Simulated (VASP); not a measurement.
ZrOs, 2 atoms in the cell. The structure is cubic, space group Pm-3m (No. 221). Conventional cell: a = 3.263 Å, b = 3.263 Å, c = 3.263 Å, α = 90.00°, β = 90.00°, γ = 90.00°. Within 3.7 Å of Zr (site symmetry m-3m) lie 8 Os at 2.83 Å and 6 Zr at 3.26 Å. Within 3.7 Å of Os (site symmetry m-3m) lie 8 Zr at 2.83 Å and 6 Os at 3.26 Å. 

* Program: VASP 6.6.1
* Task: single point
* Functional: LDA
* Potentials or basis: VASP PAW LDA potentials, release 64 (Zr_sv, Os)
* Cutoff: 520 eV
* k mesh: 11 × 11 × 11
* Occupations: fermi-dirac, width 0.05 eV
* Spin: no spin polarisation
* Dipole correction: no
* Further INCAR settings: ALGO = Normal; EDIFF = 1e-06; NBANDS = 17

Potentials or basis: VASP PAW LDA potentials, release 64 (Zr_sv, Os).

The run is started by

```console
$ cat potpaw_LDA.64/Zr_sv/POTCAR potpaw_LDA.64/Os/POTCAR > POTCAR
$ mpirun -np 1 vasp_std > vasp.out
```

Hardware: 1 thread of Intel(R) Xeon(R) 6975P-C (Granite Rapids), with other jobs on the host.

Q: Estimate the wall time of this run.

A: Run time: 8.8 s on 1 thread of Intel(R) Xeon(R) 6975P-C (Granite Rapids), on a shared host, peak memory 0.15 GiB. Counts: scf iterations 12, k points 56.
